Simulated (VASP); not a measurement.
# V (Im-3m) in VASP: notebook, part 2 of 3

VASP 6.6.1. The steps go on from the part before.

## 4. Relaxation of cell and atoms, PBE, target pressure 50 GPa, at which the enthalpy is minimised

This run uses another cell than the first one, of 11.12 Å³/atom, 0.826 times its volume.

Contents of INCAR:

```
SYSTEM = V
PREC = Accurate
ENCUT = 600
EDIFF = 1E-6
ISMEAR = 0
SIGMA = 0.1
LREAL = .FALSE.
LASPH = .TRUE.
NELM = 100
ALGO = Fast
ISIF = 3
LWAVE = .FALSE.
LCHARG = .FALSE.
GGA = PE
IBRION = 2
NSW = 70
EDIFFG = -0.008
PSTRESS = 500.0
```

Contents of KPOINTS:

```
Automatic mesh
0
G
  20 20 20
  0 0 0
```

Contents of POSCAR:

```
V
1.0
   -1.4060078269      1.4060078269      1.4060078269
    1.4060078269     -1.4060078269      1.4060078269
    1.4060078269      1.4060078269     -1.4060078269
V
1
Direct
    0.0000000000      0.0000000000      0.0000000000
```

Potentials or basis: VASP PAW PBE potentials, release 64 (V_sv).

On the command line:

```sh
$ cat potpaw_PBE.64/V_sv/POTCAR > POTCAR
$ mpirun -np 1 vasp_std > vasp.out
```

OUTCAR:

```text
SYSTEM = V
   PREC = Accurate
   ENCUT = 600
   EDIFF = 1E-6
   ISMEAR = 0
   LREAL = .FALSE.
   LASPH = .TRUE.
   NELM = 100
   ISIF = 3
   GGA = PE
   IBRION = 2
   NSW = 70
   EDIFFG = -0.008
   PSTRESS = 500.0

 ion  position               nearest neighbor table
   1  0.000  0.000  0.000-

  LATTYP: Found a body centered cubic cell.
 ALAT       =     2.8120156538

  Lattice vectors:

 A1 = (  -1.4060078269,   1.4060078269,   1.4060078269)
 A2 = (   1.4060078269,  -1.4060078269,   1.4060078269)
 A3 = (   1.4060078269,   1.4060078269,  -1.4060078269)

Analysis of symmetry for initial positions (statically):
=====================================================================
 Subroutine PRICEL returns:
 Original cell was already a primitive cell.

 Routine SETGRP: Setting up the symmetry group for a
 body centered cubic supercell.

 Subroutine GETGRP returns: Found 48 space group operations
 (whereof 48 operations were pure point group operations)
 out of a pool of 48 trial point group operations.

The static configuration has the point symmetry O_h .

Analysis of symmetry for dynamics (positions and initial velocities):
=====================================================================
 Subroutine PRICEL returns:
 Original cell was already a primitive cell.

 Routine SETGRP: Setting up the symmetry group for a
 body centered cubic supercell.

 Subroutine GETGRP returns: Found 48 space group operations
 (whereof 48 operations were pure point group operations)
 out of a pool of 48 trial point group operations.

The dynamic configuration has the point symmetry O_h .

 Subroutine INISYM returns: Found 48 space group operations
 (whereof 48 operations are pure point group operations),
 and found     1 'primitive' translations

----------------------------------------------------------------------------------------

                                     Primitive cell

  volume of cell :      11.1179

  direct lattice vectors                    reciprocal lattice vectors
    -1.406007827  1.406007827  1.406007827     0.000000000  0.355616797  0.355616797
     1.406007827 -1.406007827  1.406007827     0.355616797  0.000000000  0.355616797
     1.406007827  1.406007827 -1.406007827     0.355616797  0.355616797  0.000000000

  length of vectors
     2.435276992  2.435276992  2.435276992     0.502918097  0.502918097  0.502918097

  position of ions in fractional coordinates (direct lattice)
     0.000000000  0.000000000  0.000000000

  ion indices of the primitive-cell ions
   primitive index   ion index
                 1           1

----------------------------------------------------------------------------------------

 KPOINTS: Automatic mesh

Automatic generation of k-mesh.
 Grid dimensions read from file:
 generate k-points for:   20   20   20

 Generating k-lattice:

  Cartesian coordinates                     Fractional coordinates (reciprocal lattice)
[... 21 lines left out ...]
  0.200000  0.000000  0.000000     12.000000
  0.250000  0.000000  0.000000     12.000000
[... 16 lines left out ...]
  0.200000  0.100000  0.000000     48.000000
  0.250000  0.100000  0.000000     48.000000
 [... further k-points ...]
   k-points           NKPTS =    256   k-points in BZ     NKDIM =    256   number of bands    NBANDS=     10
   number of dos      NEDOS =    301   number of ions     NIONS =      1
   total plane-waves  NPLWV =   8000
   dimension x,y,z NGX =    20 NGY =   20 NGZ =   20
   dimension x,y,z NGXF=    40 NGYF=   40 NGZF=   40
   ions per type =               1
   NGX,Y,Z   is equivalent  to a cutoff of  13.65, 13.65, 13.65 a.u.
   NGXF,Y,Z  is equivalent  to a cutoff of  27.31, 27.31, 27.31 a.u.
 SYSTEM =  V
   PREC   = accura    normal or accurate (medium, high low for compatibility)
   ISTART =      0    job   : 0-new  1-cont  2-samecut
   ICHARG =      2    charge: 1-file 2-atom 10-const
   ISPIN  =      1    spin polarized calculation?
   LNONCOLLINEAR =      F non collinear calculations
   LSORBIT =      F    spin-orbit coupling
   LASPH  =      T    aspherical Exc in radial PAW
   ENCUT  =  600.0 eV  44.10 Ry    6.64 a.u.   4.86  4.86  4.86*2*pi/ulx,y,z
   NELM   =    100;   NELMIN=  2; NELMDL= -5     # of ELM steps
   EDIFF  = 0.1E-05   stopping-criterion for ELM
   LREAL  =      F    real-space projection
   EDIFFG = -.8E-02   stopping-criterion for IOM
   NSW    =     70    number of steps for IOM
   IBRION =      2    ionic relax: 0-MD 1-quasi-New 2-CG
   NFREE  =      1    steps in history (QN), initial steepest desc. (CG)
   ISIF   =      3    stress and relaxation
   ISYM   =      2    0-nonsym 1-usesym 2-fastsym
   POTIM  = 0.5000    time-step for ionic-motion
   TEBEG  =    0.0;   TEEND  =   0.0 temperature during run
   PSTRESS=  500.0 pullay stress
   NELECT =      13.0000    total number of electrons
   NUPDOWN=      -1.0000    fix difference up-down
   EMIN   =  10.00;   EMAX   =-10.00  energy-range for DOS
   EFERMI =   0.00;   METHOD = LEGACY
   ISMEAR =     0;   SIGMA  =   0.10  broadening in eV -4-tet -1-fermi 0-gaus
   EFERMI_NEDOS =   21; number of points for ismear=-14 and -15
   IALGO  =     68    algorithm
   IMIX   =      4    mixing-type and parameters
     AMIX     =   0.40;   BMIX     =  1.00
     AMIX_MAG =   1.60;   BMIX_MAG =  1.00
  volume/ion in A,a.u.               =      11.12        75.03
  Fermi-wavevector in a.u.,A,eV,Ry     =   1.724705  3.259220 40.472001  2.974608
  Thomas-Fermi vector in A             =   2.800344
   LORBIT       =      0    0 simple, 1 ext, 2 COOP (PROOUT), +10 PAW based schemes
   GGA     = PE    functional components
   LHFCALC =     F    Hartree Fock is set to
   AEXX    =    0.0000 exact exchange contribution
   IVDW    =     0    specifies the selected vdW correction
   LEPSILON=     F    determine dielectric tensor
   LRPA    =     F    only Hartree local field effects (RPA)
 conjugate gradient relaxation of ions
 non-spin polarized calculation
 RMM-DIIS sequential band-by-band and
 Gauss-broadening in eV      SIGMA  =   0.10
  energy-cutoff  :      600.00
  volume of cell :       11.12
 maximum number of plane-waves:       384
   NGX =  9   NGY =  9   NGZ =  9

--------------------------------------- Ionic step        1  -------------------------------------------

 number of electron      13.0000001 magnetization

 Free energy of the ion-electron system (eV)
  ---------------------------------------------------
  ext. energy  EPLUGINS =         0.00000000
  ---------------------------------------------------
  free energy    TOTEN  =        -8.67703420 eV

  energy without entropy =       -8.66980487  energy(sigma->0) =       -8.67341954

------------------------ aborting loop because EDIFF is reached ----------------------------------------

  FORCE on cell =-STRESS in cart. coord.  units (eV):
  Direction    XX          YY          ZZ          XY          YZ          ZX
  --------------------------------------------------------------------------------------
  -------------------------------------------------------------------------------------
  Total        3.4797041      3.4797041      3.4797041      0.0000000      0.0000000     -0.0000000
  in kB      501.4523694    501.4523694    501.4523694      0.0000000      0.0000000     -0.0000000
  external PRESSURE =       1.4523694 kB  Pullay stress =     500.0000000 kB
[... 135 lines left out ...]
--------------------------------------- Ionic step        5  -------------------------------------------

 number of electron      13.0000001 magnetization

 Free energy of the ion-electron system (eV)
  ---------------------------------------------------
  ext. energy  EPLUGINS =         0.00000000
  ---------------------------------------------------
  free energy    TOTEN  =        -8.67868965 eV

  energy without entropy =       -8.67145744  energy(sigma->0) =       -8.67507354

 E-fermi :  12.3215     XC(G=0): -13.9772

 val. band max:       12.3176311285   @ k =  -0.3000   0.4500   0.1500
 cond. band min:      12.3351723881   @ k =  -0.1500   0.1500   0.0500
 fundamental gap:      0.0175412597
 Fermi energy:        12.3214922505

 k-point     1 :       0.0000    0.0000    0.0000
  band No.  band energies     occupation
      1     -51.2556      2.00000
      2     -24.1296      2.00000
      3     -24.1296      2.00000
      4     -24.1296      2.00000
      5       5.4091      2.00000
      6      12.7247      0.00000
      7      12.7247      0.00000
      8      12.7247      0.00000
      9      15.2692      0.00000
     10      15.2692      0.00000
[... 287 lines left out ...]
 k-point    24 :       0.2500    0.1000    0.0000
  band No.  band energies     occupation
      1     -50.9710      2.00000
      2     -25.2235      2.00000
      3     -24.4718      2.00000
      4     -24.1957      2.00000
      5       8.6073      2.00000
      6      11.3438      2.00000
      7      12.0227      1.99998
      8      14.7945      0.00000
      9      15.6848      0.00000
     10      16.0739      0.00000

 [... further k-points ...]
[... 5 lines left out ...]
  --------------------------------------------------------------------------------------
  -------------------------------------------------------------------------------------
  Total        3.4709189      3.4709189      3.4709189     -0.0000000     -0.0000000      0.0000000
  in kB      499.9483707    499.9483707    499.9483707     -0.0000000     -0.0000000      0.0000000
  external PRESSURE =      -0.0516293 kB  Pullay stress =     500.0000000 kB
[... 20 lines left out ...]
  energy  without entropy=       -8.6714574378  energy(sigma->0) =       -8.67507354

  enthalpy is  TOTEN    =        -5.2074123176 eV   P V=        3.4712773281

 reached required accuracy - stopping structural energy minimisation
```

OSZICAR:

```text
N       E                     dE             d eps       ncg     rms          rms(c)
DAV:   1     0.933088020496E+02    0.93309E+02   -0.79710E+03  5120   0.163E+03
DAV:   2    -0.820233826697E+01   -0.10151E+03   -0.99549E+02  5282   0.394E+02
DAV:   3    -0.969145748319E+01   -0.14891E+01   -0.14637E+01  5284   0.566E+01
[... 28 lines left out ...]
   4 F= -.52074118E+01 E0= -.52037959E+01  d E =-.329011E-05
       N       E                     dE             d eps       ncg     rms          rms(c)
DAV:   1    -0.867869515824E+01   -0.59736E-03   -0.12325E-04  5150   0.203E-01    0.310E-02
RMM:   2    -0.867868976329E+01    0.53949E-05   -0.18429E-05  5100   0.604E-02    0.459E-03
RMM:   3    -0.867868964569E+01    0.11760E-06   -0.11023E-06  2841   0.115E-02
   5 F= -.52074123E+01 E0= -.52037962E+01  d E =-.383476E-05
```

Run time: 41 s. Hardware: 1 thread of Intel Xeon Platinum 8488C (Sapphire Rapids), shared host; peak memory 0.16 GiB.

What came out:

* Free energy: -8.6787 eV
* Relaxed volume: 11.12 Å³/atom
* Relaxed cell: a = 2.436 Å, b = 2.436 Å, c = 2.436 Å, α = 109.47°, β = 109.47°, γ = 109.47°
* Space group after relaxing (to 0.05 Å): Im-3m (No. 229)
* Energy change on relaxing (the enthalpy is what falls): -1.7 meV/atom
* Ionic steps: 5
* Pressure after relaxing: 50.0 GPa

Step by step:
```csv
step,energy change (eV),largest force (eV/Å),pressure (GPa),volume (Å³)
1,0.0000,0.0000,50.15,11.12
2,-0.0051,0.0000,49.63,11.13
3,-0.0022,0.0000,49.84,11.13
4,-0.0011,0.0000,50.16,11.12
5,-0.0017,0.0000,49.99,11.12
```

Final structure:
```
V
1.0
    -1.40623    1.40623    1.40623
     1.40623   -1.40623    1.40623
     1.40623    1.40623   -1.40623
V
1
Cartesian
  0.0000 0.0000 0.0000
```

Levels at points of the mesh, in eV from the Fermi level:
```
           k point  band 3  band 4  band 5  band 6  band 7  band 8  band 9  band 10
(0.00, 0.00, 0.00)  -36.45  -36.45   -6.91    0.40    0.40    0.40    2.95     2.95
(0.50, 0.00, 0.00)  -36.94  -36.47   -3.92   -1.60    2.50    3.02    3.46     5.23
(0.50, 0.50, 0.50)  -37.52  -37.52   -4.03   -4.03    4.71    4.71    4.71    12.21
```

Caveat: the cell is relaxed towards a set pressure, so the enthalpy falls and the energy may rise.

(Continued in part 3 of 3.)
